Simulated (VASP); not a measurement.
A run of VASP 6.6.1 is set up as follows.

File INCAR:

```
PREC     = Accurate       # precision mode
ENCUT    = 600            # plane-wave cutoff, eV
EDIFF    = 1E-7           # SCF threshold, eV
ISMEAR   = -1             # smearing method
SIGMA    = 0.05           # smearing width, eV
LREAL    = False          # projectors in reciprocal space
LASPH    = True           # aspherical terms in the spheres
NELM     = 100            # most SCF steps
ALGO     = Normal         # electronic algorithm
ISIF     = 3              # what is computed and relaxed
LWAVE    = False          # write WAVECAR
LCHARG   = False          # write CHGCAR
GGA      = PE             # functional
IBRION   = 2              # ionic algorithm
NSW      = 60             # ionic steps
EDIFFG   = -0.005         # ionic threshold
PSTRESS  = 13.0
```

The input KPOINTS:

```
Automatic mesh
0
Gamma
  10 10 10
```

POSCAR

```
K
1.0
    3.9428187719      0.0000000000      0.0000000000
    0.0000000000      3.9428187719      0.0000000000
    0.0000000000      0.0000000000      3.9428187719
K
1
Direct
    0.0000000000      0.0000000000      0.0000000000
```

Potentials or basis: VASP PAW PBE potentials, release 64 (K_sv).

Run with:

```bash
$ cat potpaw_PBE.64/K_sv/POTCAR > POTCAR
$ mpirun -np 1 vasp_std > vasp.out
```

Problem. Predict the relaxed cell.

Solution. a = 3.916 Å, b = 3.916 Å, c = 3.916 Å, α = 90.00°, β = 90.00°, γ = 90.00°.

Problem. Estimate the space group after relaxing (to 0.05 Å).

Solution. Pm-3m (No. 221).

Problem. Estimate the relaxed volume.

Solution. 60.07 Å³/atom.

Final structure:
```cif
data_structure
_symmetry_space_group_name_H-M 'P 1'
_symmetry_Int_Tables_number 1
_cell_length_a 3.9163
_cell_length_b 3.9163
_cell_length_c 3.9163
_cell_angle_alpha 90.000
_cell_angle_beta 90.000
_cell_angle_gamma 90.000
_cell_volume 60.07
loop_
_atom_site_label
_atom_site_type_symbol
_atom_site_fract_x
_atom_site_fract_y
_atom_site_fract_z
_atom_site_occupancy
K1 K 0.00000 0.00000 0.00000 1
```

Caveat: the cell is relaxed towards a set pressure, so the enthalpy falls and the energy may rise.
